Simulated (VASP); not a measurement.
# Ga3SiAs3 in VASP: single point with PBE

Aim: the single point of Ga3SiAs3 with PBE.

Everything below comes from runs of VASP 6.6.1. Logs are shortened: lines on timing, memory, paths and dates and some standing lists are left out, and cuts for length are marked.

### 1 The cell of the first run

The cell holds a slab with vacuum, 7 atoms: a = 4.063 Å, b = 5.746 Å, c = 19.892 Å, α = 90.00°, β = 90.00°, γ = 90.00°.

### 2 Single point, PBE, collinear spin

INCAR

```
PREC     = Accurate       # precision mode
ENCUT    = 520            # plane-wave cutoff, eV
EDIFF    = 1E-6           # SCF threshold, eV
ISMEAR   = 0              # smearing method
SIGMA    = 0.05           # smearing width, eV
LREAL    = False          # projectors in reciprocal space
LASPH    = True           # aspherical terms in the spheres
NELM     = 150            # most SCF steps
ALGO     = Normal         # electronic algorithm
ISIF     = 2              # what is computed and relaxed
LWAVE    = False          # write WAVECAR
LCHARG   = True           # write CHGCAR
ISPIN    = 2              # spin polarisation
MAGMOM   = 0 0 0 0 0 0 2  # initial moments
LORBIT   = 11             # projections on sites
LDIPOL   = True         
IDIPOL   = 3            
DIPOL    = 0.5 0.5 0.329
GGA      = PE             # functional
LELF     = True           # ELF
LVHAR    = True         
LVACPOTAV= True         
NBANDS   = 42             # bands
```

KPOINTS

```
regular mesh
0
Gamma
  7 5 1
```

POSCAR

```
Ga3SiAs3
1.0
    4.0629609257      0.0000000000      0.0000000000
    0.0000000000      5.7458944445      0.0000000000
    0.0000000000      0.0000000000     19.8924422580
Ga As Si
3 3 1
Direct
    0.5000000000      0.5000000000      0.2010813930
    0.0000000000      0.0635978709      0.3146195193
    0.5000000000      0.4877934284      0.3796180935
    0.0000000000      0.2500000000      0.2010813930
    0.5000000000      0.8095619862      0.2945554352
    0.0000000000      0.2894090607      0.4218909950
    0.5000000000      0.6227423940      0.4931814339
```

Potentials or basis: VASP PAW PBE potentials, release 64 (Ga_d, As, Si).

Run with:

```console
> cat potpaw_PBE.64/Ga_d/POTCAR potpaw_PBE.64/As/POTCAR potpaw_PBE.64/Si/POTCAR > POTCAR
> mpirun -np 1 vasp_std > vasp.out
```

OUTCAR:

```text
PREC = Accurate
   ENCUT = 520
   EDIFF = 1E-6
   ISMEAR = 0
   LREAL = False
   LASPH = True
   NELM = 150
   ISIF = 2
   ISPIN = 2
   LORBIT = 11
   GGA = PE

 ion  position               nearest neighbor table
   1  0.500  0.500  0.201-   4 2.49   4 2.49   5 2.57
   2  0.000  0.064  0.315-   6 2.50   4 2.50   5 2.53   5 2.53
   3  0.500  0.488  0.380-   7 2.39   6 2.48   6 2.48   5 2.51
   4  0.000  0.250  0.201-   1 2.49   1 2.49   2 2.50
   5  0.500  0.810  0.295-   3 2.51   2 2.53   2 2.53   1 2.57
   6  0.000  0.289  0.422-   3 2.48   3 2.48   2 2.50
   7  0.500  0.623  0.493-   3 2.39

  LATTYP: Found a simple orthorhombic cell.
 ALAT       =     4.0629609257
 B/A-ratio  =     1.4142135624
 C/A-ratio  =     4.8960456725

  Lattice vectors:

 A1 = (   4.0629609257,   0.0000000000,   0.0000000000)
 A2 = (   0.0000000000,   5.7458944445,   0.0000000000)
 A3 = (   0.0000000000,   0.0000000000,  19.8924422580)

Analysis of symmetry for initial positions (statically):
=====================================================================
 Subroutine PRICEL returns:
 Original cell was already a primitive cell.

 Routine SETGRP: Setting up the symmetry group for a
 simple orthorhombic supercell.

 Subroutine GETGRP returns: Found  2 space group operations
 (whereof  2 operations were pure point group operations)
 out of a pool of  8 trial point group operations.

The static configuration has the point symmetry C_1h.

Analysis of symmetry for dynamics (positions and initial velocities):
=====================================================================
 Subroutine PRICEL returns:
 Original cell was already a primitive cell.

 Routine SETGRP: Setting up the symmetry group for a
 simple orthorhombic supercell.

 Subroutine GETGRP returns: Found  2 space group operations
 (whereof  2 operations were pure point group operations)
 out of a pool of  8 trial point group operations.

The dynamic configuration has the point symmetry C_1h.

Analysis of structural, dynamic, and magnetic symmetry:
=====================================================================
 Subroutine PRICEL returns:
 Original cell was already a primitive cell.

 Routine SETGRP: Setting up the symmetry group for a
 simple orthorhombic supercell.

 Subroutine GETGRP returns: Found  2 space group operations
 (whereof  2 operations were pure point group operations)
 out of a pool of  8 trial point group operations.

The overall configuration has the point symmetry C_1h.

 Subroutine INISYM returns: Found  2 space group operations
 (whereof  2 operations are pure point group operations),
 and found     1 'primitive' translations

----------------------------------------------------------------------------------------

                                     Primitive cell

  volume of cell :     464.3959

  direct lattice vectors                    reciprocal lattice vectors
     4.062960926  0.000000000  0.000000000     0.246125921  0.000000000  0.000000000
     0.000000000  5.745894445  0.000000000     0.000000000  0.174037308  0.000000000
     0.000000000  0.000000000 19.892442258     0.000000000  0.000000000  0.050270348

  length of vectors
     4.062960926  5.745894445 19.892442258     0.246125921  0.174037308  0.050270348

  position of ions in fractional coordinates (direct lattice)
     0.500000000  0.500000000  0.201081393
     0.000000000  0.063597871  0.314619519
     0.500000000  0.487793428  0.379618093
     0.000000000  0.250000000  0.201081393
     0.500000000  0.809561986  0.294555435
     0.000000000  0.289409061  0.421890995
     0.500000000  0.622742394  0.493181434

  ion indices of the primitive-cell ions
   primitive index   ion index
                 1           1
                 2           2
                 3           3
                 4           4
                 5           5
                 6           6
                 7           7

----------------------------------------------------------------------------------------

 KPOINTS: regular mesh

Automatic generation of k-mesh.
 Grid dimensions read from file:
 generate k-points for:    7    5    1

 Generating k-lattice:

  Cartesian coordinates                     Fractional coordinates (reciprocal lattice)
     0.035160846  0.000000000  0.000000000     0.142857143  0.000000000  0.000000000
     0.000000000  0.034807462  0.000000000     0.000000000  0.200000000  0.000000000
     0.000000000  0.000000000  0.050270348     0.000000000  0.000000000  1.000000000

  Length of vectors
     0.035160846  0.034807462  0.050270348

  Shift w.r.t. Gamma in fractional coordinates (k-lattice)
     0.000000000  0.000000000  0.000000000

 Subroutine IBZKPT returns following result:
 ===========================================

 Found     12 irreducible k-points:

 Following reciprocal coordinates:
            Coordinates               Weight
  0.000000  0.000000  0.000000      1.000000
  0.142857  0.000000  0.000000      2.000000
  0.285714  0.000000  0.000000      2.000000
  0.428571  0.000000  0.000000      2.000000
  0.000000  0.200000  0.000000      2.000000
  0.142857  0.200000  0.000000      4.000000
  0.285714  0.200000  0.000000      4.000000
  0.428571  0.200000  0.000000      4.000000
  0.000000  0.400000  0.000000      2.000000
  0.142857  0.400000  0.000000      4.000000
  0.285714  0.400000  0.000000      4.000000
  0.428571  0.400000  0.000000      4.000000
   k-points           NKPTS =     12   k-points in BZ     NKDIM =     12   number of bands    NBANDS=     42
   number of dos      NEDOS =    301   number of ions     NIONS =      7
   total plane-waves  NPLWV = 216000
   dimension x,y,z NGX =    30 NGY =   48 NGZ =  150
   dimension x,y,z NGXF=    60 NGYF=   96 NGZF=  300
   ions per type =               3   3   1
   NGX,Y,Z   is equivalent  to a cutoff of  12.28, 13.89, 12.54 a.u.
   NGXF,Y,Z  is equivalent  to a cutoff of  24.55, 27.78, 25.07 a.u.
 SYSTEM =  unknown system
   PREC   = accura    normal or accurate (medium, high low for compatibility)
   ISTART =      0    job   : 0-new  1-cont  2-samecut
   ICHARG =      2    charge: 1-file 2-atom 10-const
   ISPIN  =      2    spin polarized calculation?
   LNONCOLLINEAR =      F non collinear calculations
   LSORBIT =      F    spin-orbit coupling
   LASPH  =      T    aspherical Exc in radial PAW
   ENCUT  =  520.0 eV  38.22 Ry    6.18 a.u.   7.55 10.68 36.99*2*pi/ulx,y,z
   NELM   =    150;   NELMIN=  2; NELMDL= -5     # of ELM steps
   EDIFF  = 0.1E-05   stopping-criterion for ELM
   LREAL  =      F    real-space projection
   EDIFFG = 0.1E-04   stopping-criterion for IOM
   NSW    =      0    number of steps for IOM
   IBRION =     -1    ionic relax: 0-MD 1-quasi-New 2-CG
   NFREE  =      0    steps in history (QN), initial steepest desc. (CG)
   ISIF   =      2    stress and relaxation
   ISYM   =      2    0-nonsym 1-usesym 2-fastsym
   POTIM  = 0.5000    time-step for ionic-motion
   TEBEG  =    0.0;   TEEND  =   0.0 temperature during run
   PSTRESS=    0.0 pullay stress
   NELECT =      58.0000    total number of electrons
   NUPDOWN=      -1.0000    fix difference up-down
   EMIN   =  10.00;   EMAX   =-10.00  energy-range for DOS
   EFERMI =   0.00;   METHOD = LEGACY
   ISMEAR =     0;   SIGMA  =   0.05  broadening in eV -4-tet -1-fermi 0-gaus
   EFERMI_NEDOS =   21; number of points for ismear=-14 and -15
   IALGO  =     38    algorithm
   IMIX   =      4    mixing-type and parameters
     AMIX     =   0.40;   BMIX     =  1.00
     AMIX_MAG =   1.60;   BMIX_MAG =  1.00
  volume/ion in A,a.u.               =      66.34       447.70
  Fermi-wavevector in a.u.,A,eV,Ry     =   0.818317  1.546394  9.111033  0.669642
  Thomas-Fermi vector in A             =   1.928922
   LORBIT       =     11    0 simple, 1 ext, 2 COOP (PROOUT), +10 PAW based schemes
   GGA     = PE    functional components
   LHFCALC =     F    Hartree Fock is set to
   AEXX    =    0.0000 exact exchange contribution
   IVDW    =     0    specifies the selected vdW correction
   LEPSILON=     F    determine dielectric tensor
   LRPA    =     F    only Hartree local field effects (RPA)
 spin polarized calculation
 Gauss-broadening in eV      SIGMA  =   0.05
  energy-cutoff  :      520.00
  volume of cell :      464.40
 maximum number of plane-waves:     12539
 NGX is ok and might be reduce to    30
   NGX = 15   NGY = 21   NGZ = 73

 dipolmoment           0.000000      0.000000     -0.008287 electrons x Angstroem

 number of electron      58.0000041 magnetization       0.2102727

 dipolmoment           0.000000      0.000000      0.046775 electrons x Angstroem

 Free energy of the ion-electron system (eV)
  ---------------------------------------------------
  ext. energy  EPLUGINS =         0.00000000
  ---------------------------------------------------
  free energy    TOTEN  =       -25.25633279 eV

  energy without entropy =      -25.25232452  energy(sigma->0) =      -25.25432866

 E-fermi :  -1.6117     XC(G=0):  -4.1702

 val. band max:       -1.6134508309   @ k =   0.4286   0.2000   0.0000
 cond. band min:      -1.5636766980   @ k =   0.1429   0.4000   0.0000
 fundamental gap:      0.0497741329
 Fermi energy:        -1.6117250784

 spin component 1

 k-point     1 :       0.0000    0.0000    0.0000
  band No.  band energies     occupation
      1     -16.5606      1.00000
      2     -16.5456      1.00000
      3     -16.5247      1.00000
      4     -16.4898      1.00000
      5     -16.4789      1.00000
      6     -16.4732      1.00000
[... 517 lines left out ...]
     40       4.0676      0.00000
     41       4.3920      0.00000
 Fermi energy:        -1.6117250784

 spin component 2

 k-point     1 :       0.0000    0.0000    0.0000
  band No.  band energies     occupation
      1     -16.5598      1.00000
      2     -16.5448      1.00000
      3     -16.5219      1.00000
      4     -16.4874      1.00000
      5     -16.4786      1.00000
      6     -16.4709      1.00000
[... 517 lines left out ...]
     40       4.0921      0.00000
     41       4.4408      0.00000
 [bands above 41 left out]

------------------------ aborting loop because EDIFF is reached ----------------------------------------

  FORCE on cell =-STRESS in cart. coord.  units (eV):
  Direction    XX          YY          ZZ          XY          YZ          ZX
  --------------------------------------------------------------------------------------
  -------------------------------------------------------------------------------------
  Total       -2.5431432     -2.3742718      0.4579015      0.0000000     -0.5961251      0.0000000
  in kB       -8.7739064     -8.1912961      1.5797714      0.0000000     -2.0566464      0.0000000
  external PRESSURE =      -5.1284770 kB  Pullay stress =       0.0000000 kB

 VOLUME and BASIS-vectors are now :
 -----------------------------------------------------------------------------
  energy-cutoff  :      520.00
  volume of cell :      464.40
      direct lattice vectors                 reciprocal lattice vectors
     4.062960926  0.000000000  0.000000000     0.246125921  0.000000000  0.000000000
     0.000000000  5.745894445  0.000000000     0.000000000  0.174037308  0.000000000
     0.000000000  0.000000000 19.892442258     0.000000000  0.000000000  0.050270348

 POSITION                                       TOTAL-FORCE (eV/Angst)
 -----------------------------------------------------------------------------------
      2.03148      2.87295      4.00000         0.000000     -0.274288      1.027165
      0.00000      0.36543      6.25855         0.000000     -0.163401     -0.554108
      2.03148      2.80281      7.55153         0.000000      1.089608     -0.714969
      0.00000      1.43647      4.00000         0.000000      0.336866     -0.703065
      2.03148      4.65166      5.85943         0.000000     -0.237665     -0.039176
      0.00000      1.66291      8.39244         0.000000     -0.500680      0.982739
      2.03148      3.57821      9.81058         0.000000     -0.250440      0.001414
 -----------------------------------------------------------------------------------
    total drift:                                0.000000      0.000636      0.000700

  FREE ENERGIE OF THE ION-ELECTRON SYSTEM (eV)
  ---------------------------------------------------
  free  energy   TOTEN  =       -25.2563327875 eV

  energy  without entropy=      -25.2523245245  energy(sigma->0) =      -25.25432866

 vacuum level on the upper side and lower side of the slab         3.202         2.840

 total charge

# of ion       s       p       d       tot
------------------------------------------
    1        0.975   0.587   9.962  11.524
    2        0.902   0.692   9.988  11.582
    3        0.907   0.808   9.981  11.696
    4        1.260   1.460   0.022   2.743
    5        1.241   1.478   0.028   2.748
    6        1.267   1.429   0.029   2.726
    7        0.937   0.579   0.000   1.517
--------------------------------------------------
tot          7.489   7.034  30.012  44.535

 magnetization (x)

# of ion       s       p       d       tot
------------------------------------------
    1        0.000  -0.000   0.000   0.000
    2        0.005   0.005   0.000   0.010
    3        0.000   0.007   0.001   0.009
    4        0.000   0.003  -0.000   0.003
    5       -0.000   0.006   0.000   0.006
    6        0.003   0.001   0.001   0.005
    7        0.001   0.045   0.000   0.046
--------------------------------------------------
tot          0.009   0.066   0.002   0.078
```

It took 20 min on 1 thread of Oxide Virtual Turin-like, shared host; peak memory 0.82 GiB.

Results:

```yaml
Free_energy: -25.2563 eV
Largest_force: 1.303 eV/Å
Net_moment: 0.21 μB per cell
Site_moments: Ga +0.00, +0.01 (each value once); As +0.00, +0.01 (each value once); Si +0.05 μB
Valence_electrons_inside_the_program's_atomic_spheres: Ga 11.52, 11.58, 11.70; As 2.74, 2.75, 2.73; Si 1.52
```

Forces on the atoms (eV/Å):
```
Ga   0.000 -0.274  1.027
Ga   0.000 -0.163 -0.554
Ga   0.000  1.090 -0.715
As   0.000  0.337 -0.703
As   0.000 -0.238 -0.039
As   0.000 -0.501  0.983
Si   0.000 -0.250  0.001
```

Levels at points of the mesh, in eV from the Fermi level:
Spin up:
| k point | band 27 | band 28 | band 29 | band 30 | band 31 | band 32 |
| --- | --- | --- | --- | --- | --- | --- |
| (0.00, 0.00, 0.00) | -1.07 | -0.38 | -0.31 | 0.53 | 0.97 | 1.37 |
Spin down:
| k point | band 27 | band 28 | band 29 | band 30 | band 31 | band 32 |
| --- | --- | --- | --- | --- | --- | --- |
| (0.00, 0.00, 0.00) | -1.06 | -0.30 | -0.28 | 0.57 | 0.98 | 1.39 |
